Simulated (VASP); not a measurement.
# W (Im-3m) in VASP: further runs

Runs on W. Level: r2SCAN. Tasks: single point.

All numbers are computed with VASP 6.6.1; they aren't measurements. Logs are shortened: lines on timing, memory, paths and dates and some standing lists are left out, and cuts for length are marked.

## 1. The cell of the first run

It takes space group Im-3m (No. 229, cubic). The conventional cell has a = 3.170 Å, b = 3.170 Å, c = 3.170 Å, α = 90.00°, β = 90.00°, γ = 90.00°. Within 3.6 Å of W (site symmetry m-3m) lie 14 W at 2.75 to 3.17 Å.

## 2. Single point, r2SCAN

POSCAR reads:

```
W
1.0
   -1.5851577801      1.5851577801      1.5851577801
    1.5851577801     -1.5851577801      1.5851577801
    1.5851577801      1.5851577801     -1.5851577801
W
1
Direct
    0.0000000000      0.0000000000      0.0000000000
```

INCAR.step1 reads:

```
  PREC = Accurate
  ENCUT = 520
  ISMEAR = 0
  SIGMA = 0.1
  LREAL = False
  LASPH = True
  NELM = 80
  NBANDS = 13
  GGA = PE
  ALGO = Normal
  EDIFF = 1E-4
  LWAVE = True
  LCHARG = False
```

INCAR.step2 reads:

```
  PREC = Accurate
  ENCUT = 520
  EDIFF = 1E-6
  ISMEAR = 0
  SIGMA = 0.1
  LREAL = False
  LASPH = True
  NELM = 80
  ALGO = Normal
  ISIF = 2
  LWAVE = False
  LCHARG = False
  METAGGA = R2SCAN
  LMIXTAU = True
  NBANDS = 13
  ISTART = 1
```

KPOINTS reads:

```
regular mesh
0
Gamma
  8 8 8
```

Potentials or basis: VASP PAW PBE potentials, release 64 (W_sv).

Command:

```
cat potpaw_PBE.64/W_sv/POTCAR > POTCAR
cp INCAR.step1 INCAR
mpirun -np 1 vasp_std > vasp.out
cp INCAR.step2 INCAR
mpirun -np 1 vasp_std > vasp.out
```

OUTCAR:

```text
PREC = Accurate
   ENCUT = 520
   EDIFF = 1E-6
   ISMEAR = 0
   LREAL = False
   LASPH = True
   NELM = 80
   ISIF = 2
   METAGGA = R2SCAN
   ISTART = 1

 ion  position               nearest neighbor table
   1  0.000  0.000  0.000-

  LATTYP: Found a body centered cubic cell.
 ALAT       =     3.1703155602

  Lattice vectors:

 A1 = (  -1.5851577801,   1.5851577801,   1.5851577801)
 A2 = (   1.5851577801,  -1.5851577801,   1.5851577801)
 A3 = (   1.5851577801,   1.5851577801,  -1.5851577801)

Analysis of symmetry for initial positions (statically):
=====================================================================
 Subroutine PRICEL returns:
 Original cell was already a primitive cell.

 Routine SETGRP: Setting up the symmetry group for a
 body centered cubic supercell.

 Subroutine GETGRP returns: Found 48 space group operations
 (whereof 48 operations were pure point group operations)
 out of a pool of 48 trial point group operations.

The static configuration has the point symmetry O_h .

Analysis of symmetry for dynamics (positions and initial velocities):
=====================================================================
 Subroutine PRICEL returns:
 Original cell was already a primitive cell.

 Routine SETGRP: Setting up the symmetry group for a
 body centered cubic supercell.

 Subroutine GETGRP returns: Found 48 space group operations
 (whereof 48 operations were pure point group operations)
 out of a pool of 48 trial point group operations.

The dynamic configuration has the point symmetry O_h .

 Subroutine INISYM returns: Found 48 space group operations
 (whereof 48 operations are pure point group operations),
 and found     1 'primitive' translations

----------------------------------------------------------------------------------------

                                     Primitive cell

  volume of cell :      15.9323

  direct lattice vectors                    reciprocal lattice vectors
    -1.585157780  1.585157780  1.585157780     0.000000000  0.315426014  0.315426014
     1.585157780 -1.585157780  1.585157780     0.315426014  0.000000000  0.315426014
     1.585157780  1.585157780 -1.585157780     0.315426014  0.315426014  0.000000000

  length of vectors
     2.745573813  2.745573813  2.745573813     0.446079747  0.446079747  0.446079747

  position of ions in fractional coordinates (direct lattice)
     0.000000000  0.000000000  0.000000000

  ion indices of the primitive-cell ions
   primitive index   ion index
                 1           1

----------------------------------------------------------------------------------------

 KPOINTS: regular mesh

Automatic generation of k-mesh.
 Grid dimensions read from file:
 generate k-points for:    8    8    8

 Generating k-lattice:

  Cartesian coordinates                     Fractional coordinates (reciprocal lattice)
     0.000000000  0.039428252  0.039428252     0.125000000  0.000000000  0.000000000
     0.039428252  0.000000000  0.039428252     0.000000000  0.125000000  0.000000000
     0.039428252  0.039428252  0.000000000     0.000000000  0.000000000  0.125000000

  Length of vectors
     0.055759968  0.055759968  0.055759968

  Shift w.r.t. Gamma in fractional coordinates (k-lattice)
     0.000000000  0.000000000  0.000000000

 Subroutine IBZKPT returns following result:
 ===========================================

 Found     29 irreducible k-points:

 Following reciprocal coordinates:
            Coordinates               Weight
  0.000000  0.000000  0.000000      1.000000
  0.125000  0.000000  0.000000     12.000000
  0.250000  0.000000  0.000000     12.000000
  0.375000  0.000000  0.000000     12.000000
  0.500000  0.000000  0.000000      6.000000
  0.125000  0.125000  0.000000     24.000000
[... 16 lines left out ...]
 -0.250000  0.250000  0.250000      6.000000
 -0.375000  0.375000  0.250000     24.000000
 [... further k-points ...]
   k-points           NKPTS =     29   k-points in BZ     NKDIM =     29   number of bands    NBANDS=     13
   number of dos      NEDOS =    301   number of ions     NIONS =      1
   total plane-waves  NPLWV =   8000
   dimension x,y,z NGX =    20 NGY =   20 NGZ =   20
   dimension x,y,z NGXF=    40 NGYF=   40 NGZF=   40
   ions per type =               1
   NGX,Y,Z   is equivalent  to a cutoff of  12.11, 12.11, 12.11 a.u.
   NGXF,Y,Z  is equivalent  to a cutoff of  24.22, 24.22, 24.22 a.u.
 SYSTEM =  unknown system
   PREC   = accura    normal or accurate (medium, high low for compatibility)
   ISTART =      1    job   : 0-new  1-cont  2-samecut
   ICHARG =      0    charge: 1-file 2-atom 10-const
   ISPIN  =      1    spin polarized calculation?
   LNONCOLLINEAR =      F non collinear calculations
   LSORBIT =      F    spin-orbit coupling
   LASPH  =      T    aspherical Exc in radial PAW
   ENCUT  =  520.0 eV  38.22 Ry    6.18 a.u.   5.10  5.10  5.10*2*pi/ulx,y,z
   NELM   =     80;   NELMIN=  2; NELMDL=  0     # of ELM steps
   EDIFF  = 0.1E-05   stopping-criterion for ELM
   LREAL  =      F    real-space projection
   EDIFFG = 0.1E-04   stopping-criterion for IOM
   NSW    =      0    number of steps for IOM
   IBRION =     -1    ionic relax: 0-MD 1-quasi-New 2-CG
   NFREE  =      0    steps in history (QN), initial steepest desc. (CG)
   ISIF   =      2    stress and relaxation
   ISYM   =      2    0-nonsym 1-usesym 2-fastsym
   POTIM  = 0.5000    time-step for ionic-motion
   TEBEG  =    0.0;   TEEND  =   0.0 temperature during run
   PSTRESS=    0.0 pullay stress
   NELECT =      14.0000    total number of electrons
   NUPDOWN=      -1.0000    fix difference up-down
   EMIN   =  10.00;   EMAX   =-10.00  energy-range for DOS
   EFERMI =   0.00;   METHOD = LEGACY
   ISMEAR =     0;   SIGMA  =   0.10  broadening in eV -4-tet -1-fermi 0-gaus
   EFERMI_NEDOS =   21; number of points for ismear=-14 and -15
   IALGO  =     38    algorithm
   IMIX   =      4    mixing-type and parameters
     AMIX     =   0.40;   BMIX     =  1.00
     AMIX_MAG =   1.60;   BMIX_MAG =  1.00
  volume/ion in A,a.u.               =      15.93       107.52
  Fermi-wavevector in a.u.,A,eV,Ry     =   1.568044  2.963174 33.453504  2.458763
  Thomas-Fermi vector in A             =   2.670134
   LORBIT       =      0    0 simple, 1 ext, 2 COOP (PROOUT), +10 PAW based schemes
   METAGGA = R2SCAN    functional components
   LHFCALC =     F    Hartree Fock is set to
   AEXX    =    0.0000 exact exchange contribution
   IVDW    =     0    specifies the selected vdW correction
   LEPSILON=     F    determine dielectric tensor
   LRPA    =     F    only Hartree local field effects (RPA)
 non-spin polarized calculation
 Gauss-broadening in eV      SIGMA  =   0.10
  energy-cutoff  :      520.00
  volume of cell :       15.93
 maximum number of plane-waves:       439
   NGX = 11   NGY = 11   NGZ = 11

 number of electron      14.0000003 magnetization

 Free energy of the ion-electron system (eV)
  ---------------------------------------------------
  ext. energy  EPLUGINS =         0.00000000
  ---------------------------------------------------
  free energy    TOTEN  =       -51.35775021 eV

  energy without entropy =      -51.35775017  energy(sigma->0) =      -51.35775019

 E-fermi :  11.0253     XC(G=0): -14.9238

 val. band max:       10.6911854448   @ k =   0.1250   0.0000   0.0000
 cond. band min:      11.3709569272   @ k =  -0.2500   0.2500   0.1250
 fundamental gap:      0.6797714824
 Fermi energy:        11.0253480179

 k-point     1 :       0.0000    0.0000    0.0000
  band No.  band energies     occupation
      1     -64.8947      2.00000
      2     -27.7628      2.00000
      3     -27.7628      2.00000
      4     -27.7628      2.00000
      5       1.1172      2.00000
      6       9.9440      2.00000
      7       9.9440      2.00000
      8       9.9440      2.00000
      9      13.7812      0.00000
     10      13.7812      0.00000
     11      26.4614      0.00000
     12      26.4614      0.00000
     13      26.4614      0.00000

 k-point     2 :       0.1250    0.0000    0.0000
  band No.  band energies     occupation
      1     -64.8732      2.00000
      2     -27.9751      2.00000
      3     -27.8288      2.00000
      4     -27.7638      2.00000
      5       1.8754      2.00000
      6       9.4960      2.00000
      7       9.7875      2.00000
      8      10.6912      2.00000
      9      13.2022      0.00000
     10      13.7909      0.00000
     11      27.0151      0.00000
     12      27.7628      0.00000
     13      28.0685      0.00000

 k-point     3 :       0.2500    0.0000    0.0000
  band No.  band energies     occupation
      1     -64.8210      2.00000
      2     -28.4656      2.00000
      3     -27.9853      2.00000
      4     -27.7664      2.00000
      5       3.6377      2.00000
      6       8.5662      2.00000
      7       9.2835      2.00000
      8      12.7959      0.00000
      9      13.0637      0.00000
     10      13.9590      0.00000
     11      26.6684      0.00000
     12      28.4241      0.00000
     13      31.1923      0.00000

 k-point     4 :       0.3750    0.0000    0.0000
  band No.  band energies     occupation
      1     -64.7685      2.00000
      2     -28.9289      2.00000
      3     -28.1376      2.00000
      4     -27.7691      2.00000
      5       4.6678      2.00000
      6       7.7845      2.00000
      7      10.1896      2.00000
      8      13.5858      0.00000
      9      14.3776      0.00000
     10      15.7107      0.00000
     11      24.3957      0.00000
     12      24.8062      0.00000
     13      31.5454      0.00000

 k-point     5 :       0.5000    0.0000    0.0000
  band No.  band energies     occupation
      1     -64.7466      2.00000
      2     -29.1137      2.00000
      3     -28.1996      2.00000
      4     -27.7703      2.00000
      5       4.6906      2.00000
      6       7.4921      2.00000
      7      11.7271      0.00000
      8      13.6126      0.00000
      9      14.6599      0.00000
     10      17.5157      0.00000
     11      22.7998      0.00000
     12      23.2820      0.00000
     13      28.8190      0.00000
[... 257 lines left out ...]
 k-point    22 :       0.2500    0.2500    0.2500
  band No.  band energies     occupation
      1     -64.7365      2.00000
      2     -28.4451      2.00000
      3     -28.4451      2.00000
      4     -28.4451      2.00000
      5       8.0442      2.00000
      6       8.0442      2.00000
      7       8.0442      2.00000
      8      14.8336      0.00000
      9      14.8337      0.00000
     10      18.3647      0.00000
     11      23.8817      0.00000
     12      23.8817      0.00000
     13      23.8817      0.00000

 k-point    23 :      -0.2500    0.2500    0.2500
  band No.  band energies     occupation
      1     -64.7568      2.00000
      2     -28.4909      2.00000
      3     -28.2264      2.00000
      4     -28.2264      2.00000
      5       5.7332      2.00000
      6       8.4336      2.00000
      7      10.6326      2.00000
      8      10.6326      2.00000
      9      12.6241      0.00000
     10      15.0231      0.00000
     11      26.5059      0.00000
     12      31.3675      0.00000
     13      31.3675      0.00000

 k-point    24 :      -0.3750    0.3750    0.2500
  band No.  band energies     occupation
      1     -64.7111      2.00000
      2     -28.7715      2.00000
      3     -28.3911      2.00000
      4     -28.2664      2.00000
      5       6.5040      2.00000
      6       7.3233      2.00000
      7      10.6401      2.00000
      8      11.5057      0.00000
      9      15.0536      0.00000
     10      15.8617      0.00000
     11      25.4821      0.00000
     12      27.9818      0.00000
     13      29.2636      0.00000

 [... further k-points ...]
[... 5 lines left out ...]
  --------------------------------------------------------------------------------------
  -------------------------------------------------------------------------------------
  Total        0.0961749      0.0961749      0.0961749     -0.0000000      0.0000000      0.0000000
  in kB        9.6715176      9.6715176      9.6715176     -0.0000000      0.0000000      0.0000000
  external PRESSURE =       9.6715176 kB  Pullay stress =       0.0000000 kB

 VOLUME and BASIS-vectors are now :
 -----------------------------------------------------------------------------
  energy-cutoff  :      520.00
  volume of cell :       15.93
      direct lattice vectors                 reciprocal lattice vectors
    -1.585157780  1.585157780  1.585157780     0.000000000  0.315426014  0.315426014
     1.585157780 -1.585157780  1.585157780     0.315426014  0.000000000  0.315426014
     1.585157780  1.585157780 -1.585157780     0.315426014  0.315426014  0.000000000

 POSITION                                       TOTAL-FORCE (eV/Angst)
 -----------------------------------------------------------------------------------
      0.00000      0.00000      0.00000         0.000000      0.000000     -0.000000
 -----------------------------------------------------------------------------------
    total drift:                                0.000000     -0.000000      0.000000

  FREE ENERGIE OF THE ION-ELECTRON SYSTEM (eV)
  ---------------------------------------------------
  free  energy   TOTEN  =       -51.3577502105 eV

  energy  without entropy=      -51.3577501686  energy(sigma->0) =      -51.35775019
```

Run time: 22 s. Hardware: 1 thread of AMD EPYC 9R14 (Zen 4), shared host; peak memory 0.09 GiB.

Results:

```yaml
Free_energy: -51.3578 eV
Pressure: 1.0 GPa
Band_gap_on_the_k_mesh: zero (band 7 reaches 16.52 eV, above the bottom of band 8 at 9.94 eV)
```

Levels at points of the mesh, in eV from the Fermi level:
| k point | band 5 | band 6 | band 7 | band 8 | band 9 | band 10 |
| --- | --- | --- | --- | --- | --- | --- |
| (0.00, 0.00, 0.00) | -9.91 | -1.08 | -1.08 | -1.08 | 2.76 | 2.76 |
| (0.50, 0.00, 0.00) | -6.33 | -3.53 | 0.70 | 2.59 | 3.63 | 6.49 |
| (0.50, 0.50, 0.50) | -5.78 | -5.78 | 5.50 | 5.50 | 5.50 | 8.69 |

Caveat: the PAW data sets were made with another functional, which shifts forces and pressure a little; spin-orbit coupling is left out, which moves the levels of the heavy elements.

## 3. Single point, r2SCAN

This run uses another cell than the first one, of 14.70 Å³/atom, 0.922 times its volume.

POSCAR reads:

```
W
1.0
   -1.5430207945      1.5430207945      1.5430207945
    1.5430207945     -1.5430207945      1.5430207945
    1.5430207945      1.5430207945     -1.5430207945
W
1
Direct
    0.0000000000      0.0000000000      0.0000000000
```

INCAR.step1 reads:

```
SYSTEM = W
PREC = Accurate
ENCUT = 520
ISMEAR = 0
SIGMA = 0.1
LREAL = .FALSE.
LASPH = .TRUE.
NELM = 100
NBANDS = 13
GGA = PE
ALGO = Normal
EDIFF = 1E-4
LWAVE = .TRUE.
LCHARG = .FALSE.
```

INCAR.step2 reads:

```
SYSTEM = W
PREC = Accurate
ENCUT = 520
EDIFF = 1E-7
ISMEAR = 0
SIGMA = 0.1
LREAL = .FALSE.
LASPH = .TRUE.
NELM = 100
ALGO = Normal
ISIF = 2
LWAVE = .FALSE.
LCHARG = .TRUE.
METAGGA = R2SCAN
LMIXTAU = .TRUE.
LELF = .TRUE.
LVHAR = .TRUE.
NBANDS = 13
ISTART = 1
```

KPOINTS reads:

```
regular mesh
0
G
  18 18 18
  0 0 0
```

Potentials or basis: VASP PAW PBE potentials, release 64 (W_sv).

Command:

```
cat potpaw_PBE.64/W_sv/POTCAR > POTCAR
cp INCAR.step1 INCAR
mpirun -np 1 vasp_std > vasp.out
cp INCAR.step2 INCAR
mpirun -np 1 vasp_std > vasp.out
```

Wall time 94 s (1 thread of AMD EPYC 9R14 (Zen 4), shared host); peak memory 0.12 GiB.

It converged, with:

* Free energy: -51.2303 eV
* Pressure: 31.7 GPa
* Band gap on the k mesh: zero (band 7 reaches 18.34 eV, above the bottom of band 8 at 11.00 eV)

Levels at points of the mesh, in eV from the Fermi level:
| k point | band 4 | band 5 | band 6 | band 7 | band 8 | band 9 | band 10 | band 11 |
| --- | --- | --- | --- | --- | --- | --- | --- | --- |
| (0.00, 0.00, 0.00) | -38.73 | -10.53 | -1.40 | -1.40 | -1.40 | 2.75 | 2.75 | 15.44 |
| (0.50, 0.00, 0.00) | -38.74 | -7.08 | -4.13 | 0.86 | 2.65 | 3.80 | 7.08 | 12.28 |
| (0.50, 0.50, 0.50) | -39.94 | -6.68 | -6.68 | 5.94 | 5.94 | 5.94 | 9.24 | 9.24 |

Caveat: the PAW data sets were made with another functional, which shifts forces and pressure a little; spin-orbit coupling is left out, which moves the levels of the heavy elements.

## 4. Single point, r2SCAN

This run uses another cell than the first one, of 15.24 Å³/atom, 0.956 times its volume.

POSCAR reads:

```
W
1.0
   -1.5617925728      1.5617925728      1.5617925728
    1.5617925728     -1.5617925728      1.5617925728
    1.5617925728      1.5617925728     -1.5617925728
W
1
Direct
    0.0000000000      0.0000000000      0.0000000000
```

INCAR.step1 reads:

```
SYSTEM = W
PREC = Accurate ; ENCUT = 520
ISMEAR = 0 ; SIGMA = 0.1
LREAL = .FALSE. ; LASPH = .TRUE.
NELM = 100 ; NBANDS = 13
GGA = PE ; ALGO = Normal
EDIFF = 1E-4 ; LWAVE = .TRUE.
LCHARG = .FALSE.
```

INCAR.step2 reads:

```
SYSTEM = W
PREC = Accurate ; ENCUT = 520
EDIFF = 1E-6 ; ISMEAR = 0
SIGMA = 0.1 ; LREAL = .FALSE.
LASPH = .TRUE. ; NELM = 100
ALGO = Normal ; ISIF = 2
LWAVE = .FALSE. ; LCHARG = .TRUE.
METAGGA = R2SCAN ; LMIXTAU = .TRUE.
LELF = .TRUE. ; LVHAR = .TRUE.
NBANDS = 13 ; ISTART = 1
```

KPOINTS is that of step 3.

Command:

```
cat potpaw_PBE.64/W_sv/POTCAR > POTCAR
cp INCAR.step1 INCAR
mpirun -np 1 vasp_std > vasp.out
cp INCAR.step2 INCAR
mpirun -np 1 vasp_std > vasp.out
```

Run time: 91 s. Hardware: 1 thread of AMD EPYC 9R14 (Zen 4), shared host; peak memory 0.12 GiB.

Results (log left out):

| Property | Result |
| --- | --- |
| Free energy | -51.3116 eV |
| Pressure | 16.5 GPa |
| Band gap on the k mesh | zero (band 7 reaches 17.51 eV, above the bottom of band 8 at 10.52 eV) |

Levels at points of the mesh, in eV from the Fermi level:
```
           k point  band 5  band 6  band 7  band 8  band 9  band 10
(0.00, 0.00, 0.00)  -10.34   -1.34   -1.34   -1.34    2.66     2.66
(0.50, 0.00, 0.00)   -6.83   -3.94    0.69    2.53    3.63     6.72
(0.50, 0.50, 0.50)   -6.36   -6.36    5.65    5.65    5.65     8.90
```

Caveat: the PAW data sets were made with another functional, which shifts forces and pressure a little; spin-orbit coupling is left out, which moves the levels of the heavy elements.

(Part 1 of 2 ends here.)
